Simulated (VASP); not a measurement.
Here is a VASP 6.6.1 calculation.

The input POSCAR:

```
WSe2
1.0
   -3.3144241466      0.0000000000      0.0000000000
   -1.6572120733     -2.8703755099      0.0000000000
    0.0000000000      0.0000000000     29.8000909728
W Se
3 6
Direct
    0.6666666667      0.6666666667      0.0000000000
    0.3333333333      0.3333333333      0.7699395294
    0.3333333333      0.3333333333      0.2300604706
    0.3333333333      0.3333333333      0.0557735259
    0.6666666667      0.6666666667      0.8257181867
    0.6666666667      0.6666666667      0.2857987534
    0.3333333333      0.3333333333      0.9442264741
    0.6666666667      0.6666666667      0.7142012466
    0.6666666667      0.6666666667      0.1742818133
```

The input INCAR.step1:

```
SYSTEM = WSe2
PREC = Accurate
ENCUT = 520
ISMEAR = 0
SIGMA = 0.05
LREAL = .FALSE.
LASPH = .TRUE.
NELM = 80
NBANDS = 49
GGA = PE
ALGO = Normal
EDIFF = 1E-4
LWAVE = .TRUE.
LCHARG = .FALSE.
```

Contents of INCAR.step2:

```
SYSTEM = WSe2
PREC = Accurate
ENCUT = 520
EDIFF = 1E-6
ISMEAR = 0
SIGMA = 0.05
LREAL = .FALSE.
LASPH = .TRUE.
NELM = 80
ALGO = Normal
ISIF = 2
LWAVE = .FALSE.
LCHARG = .FALSE.
METAGGA = R2SCAN
LMIXTAU = .TRUE.
NBANDS = 49
ISTART = 1
```

The input KPOINTS:

```
regular mesh
0
G
  9 9 1
  0 0 0
```

Potentials or basis: VASP PAW PBE potentials, release 64 (W_sv, Se).

The run is started by

```sh
$ cat potpaw_PBE.64/W_sv/POTCAR potpaw_PBE.64/Se/POTCAR > POTCAR
$ cp INCAR.step1 INCAR
$ mpirun -np 1 vasp_std > vasp.out
$ cp INCAR.step2 INCAR
$ mpirun -np 1 vasp_std > vasp.out
```

Question: What does it give for the largest force?

Answer: 0.041 eV/Å.

Question: Estimate the band gap on the k mesh.

Answer: 1.51 eV (least direct gap 1.60 eV).

Forces in eV/Å, atoms in the order of the input:
```
W    0.000  0.000  0.000
W    0.000  0.000 -0.001
W    0.000  0.000  0.001
Se   0.000  0.000  0.041
Se   0.000  0.000  0.041
Se   0.000  0.000  0.041
Se   0.000  0.000 -0.041
Se   0.000  0.000 -0.041
Se   0.000  0.000 -0.041
```

Caveat: there is no dipole correction, which matters where the two faces differ; the PAW data sets were made with another functional, which shifts forces and pressure a little; spin-orbit coupling is left out, which moves the levels of the heavy elements.
